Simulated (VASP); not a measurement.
The system is Zn.

```
Zn
1.0
     0.00000    1.96478    1.96478
     1.96478    0.00000    1.96478
     1.96478    1.96478    0.00000
Zn
1
Direct
  0.00000 0.00000 0.00000
```

- Program: VASP 6.6.1
- Task: relaxation of cell and atoms
- Functional: PBEsol-based screened hybrid
- Potentials or basis: VASP PAW PBE potentials, release 64 (Zn)
- Cutoff: 500 eV
- k mesh: 6 × 6 × 6
- Occupations: fermi-dirac, width 0.05 eV
- Spin: no spin polarisation

At the start: pressure -4.0 GPa; volume 15.17 Å³/atom.

Q: How do energy, volume and symmetry change on relaxing?

A: Over 3 steps the energy falls by 9.9 meV/atom and the volume is 14.39 Å³/atom (-5.1 %); space group Fm-3m (No. 225, to 0.05 Å).

The path:
```
step  energy change (eV)  largest force (eV/Å)  pressure (GPa)  volume (Å³)
   1              0.0000                0.0000           -3.96        15.17
   2             -0.0099                0.0000            0.17        14.36
   3             -0.0099                0.0000           -0.06        14.39
```

Final structure:
```cif
data_structure
_symmetry_space_group_name_H-M 'P 1'
_symmetry_Int_Tables_number 1
_cell_length_a 2.7303
_cell_length_b 2.7303
_cell_length_c 2.7303
_cell_angle_alpha 60.000
_cell_angle_beta 60.000
_cell_angle_gamma 60.000
_cell_volume 14.39
loop_
_atom_site_label
_atom_site_type_symbol
_atom_site_fract_x
_atom_site_fract_y
_atom_site_fract_z
_atom_site_occupancy
Zn1 Zn 0.00000 0.00000 0.00000 1
```

Caveat: the k points lie up to 0.47 Å⁻¹ apart in the final cell; the PAW data sets were made with another functional, which shifts forces and pressure a little.
